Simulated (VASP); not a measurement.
LiLaSO:

```
La Li O S
1.0
     4.03477    0.00000    0.00000
     0.00000    4.03477    0.00000
     0.00000    0.00000    8.80124
La Li O S
2 2 2 2
Direct
  0.00000 0.50000 0.85822
  0.50000 0.00000 0.14178
  0.50000 0.50000 0.50000
  0.00000 0.00000 0.50000
  0.00000 0.00000 0.00000
  0.50000 0.50000 0.00000
  0.50000 0.00000 0.66124
  0.00000 0.50000 0.33876
```

* Program: VASP 6.6.1
* Task: relaxation of cell and atoms
* Functional: PBEsol
* Potentials or basis: VASP PAW PBE potentials, release 64 (La, Li_sv, O, S)
* Cutoff: 600 eV
* k mesh: 6 × 6 × 4
* Occupations: gaussian, width 0.02 eV
* Spin: no spin polarisation

At the start: pressure -3.7 GPa; volume 17.91 Å³/atom.

Task: Where does the relaxation end?

Result: Over 12 steps the energy falls by 10.2 meV/atom and the volume is 17.01 Å³/atom (-5.0 %); space group P4/nmm (No. 129, to 0.05 Å).

Step by step:
```tsv
step	energy change (eV)	largest force (eV/Å)	pressure (GPa)	volume (Å³)
1	0.0000	0.2937	-3.70	143.28
2	-0.0396	0.8956	2.28	134.88
3	-0.0661	0.4127	-0.21	138.03
4	-0.0786	0.1568	-0.08	136.92
5	-0.0809	0.0125	0.01	136.21
6	-0.0809	0.0153	0.01	136.24
7	-0.0812	0.0080	-0.02	136.25
8	-0.0814	0.0047	-0.07	136.25
9	-0.0814	0.0217	0.07	136.06
10	-0.0815	0.0097	0.00	136.16
11	-0.0815	0.0108	0.00	136.15
12	-0.0815	0.0034	0.01	136.11
```

Final structure:
```cif
data_structure
_symmetry_space_group_name_H-M 'P 1'
_symmetry_Int_Tables_number 1
_cell_length_a 3.9726
_cell_length_b 3.9726
_cell_length_c 8.6247
_cell_angle_alpha 90.000
_cell_angle_beta 90.000
_cell_angle_gamma 90.000
_cell_volume 136.11
loop_
_atom_site_label
_atom_site_type_symbol
_atom_site_fract_x
_atom_site_fract_y
_atom_site_fract_z
_atom_site_occupancy
La1 La 0.00000 0.50000 0.85594 1
La2 La 0.50000 0.00000 0.14406 1
Li1 Li 0.50000 0.50000 0.50000 1
Li2 Li 0.00000 0.00000 0.50000 1
O1 O 0.00000 0.00000 0.00000 1
O2 O 0.50000 0.50000 0.00000 1
S1 S 0.50000 0.00000 0.66318 1
S2 S 0.00000 0.50000 0.33682 1
```

Caveat: the cutoff is under 1.25 times the usual one of these potentials, so pressure, stress and relaxed cells hold a basis-set (Pulay) error; the PAW data sets were made with another functional, which shifts forces and pressure a little.
